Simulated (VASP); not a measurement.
Here is a VASP 6.6.1 calculation.

Contents of INCAR:

```
SYSTEM = C
PREC = Accurate
ENCUT = 520
EDIFF = 1E-6
ISMEAR = 0
SIGMA = 0.1
LREAL = Auto
LASPH = .TRUE.
NELM = 80
ALGO = Fast
ISIF = 2
LWAVE = .FALSE.
LCHARG = .TRUE.
LDIPOL = .TRUE.
IDIPOL = 3
DIPOL = 0.5 0.5 0.500
GGA = PS
LELF = .TRUE.
LVHAR = .TRUE.
LVACPOTAV = .TRUE.
NBANDS = 46
ISYM = 0
```

Contents of KPOINTS:

```
Automatic mesh
0
G
  14 2 1
  0 0 0
```

POSCAR

```
C
1.0
    2.4588140226      0.0000000000      0.0000000000
   -2.4588140226     17.5697276756      0.0000000000
    0.0000000000      0.0000000000     21.8863084286
C
16
Direct
    0.0391697949      0.0391697949      0.3426799921
    0.0391697949      0.5391697949      0.3426799921
    0.5489622437      0.0489622437      0.3741439937
    0.5489622437      0.5489622437      0.3741439937
    0.5685471411      0.0685471411      0.4370719969
    0.5685471411      0.5685471411      0.4370719969
    0.0783088697      0.0783065139      0.4681739600
    0.0783088697      0.5783065139      0.4681739600
    0.0983893058      0.0983840826      0.5317688266
    0.0983893058      0.5983840826      0.5317688266
    0.6081096676      0.1081012773      0.5624415142
    0.6081096676      0.6081012773      0.5624415142
    0.6288445593      0.1288359438      0.6277811343
    0.6288445593      0.6288359438      0.6277811343
    0.1374275011      0.1374303534      0.6548242032
    0.1374275011      0.6374303534      0.6548242032
```

Potentials or basis: VASP PAW PBE potentials, release 64 (C).

Launch:

```console
$ cat potpaw_PBE.64/C/POTCAR > POTCAR
$ mpirun -np 1 vasp_std > vasp.out
```

Estimate the largest force.

3.289 eV/Å.

Estimate the band gap on the k mesh.

zero (bands 32 and 33 overlap by 0.23 eV).

Forces in eV/Å, atoms in the order of the input:
```
C    0.004  0.491  2.000
C    0.004  0.490  2.000
C    0.000 -0.793 -3.192
C    0.000 -0.793 -3.192
C   -0.004  0.289  1.134
C   -0.004  0.289  1.133
C    0.001  0.002  0.001
C    0.001  0.002  0.001
C    0.000  0.001  0.001
C    0.000  0.001  0.001
C    0.000  0.000  0.003
C    0.000  0.000  0.003
C    0.000  0.000  0.010
C    0.000  0.000  0.010
C   -0.001  0.010  0.043
C   -0.001  0.010  0.043
```

Caveat: the PAW data sets were made with another functional, which shifts forces and pressure a little.
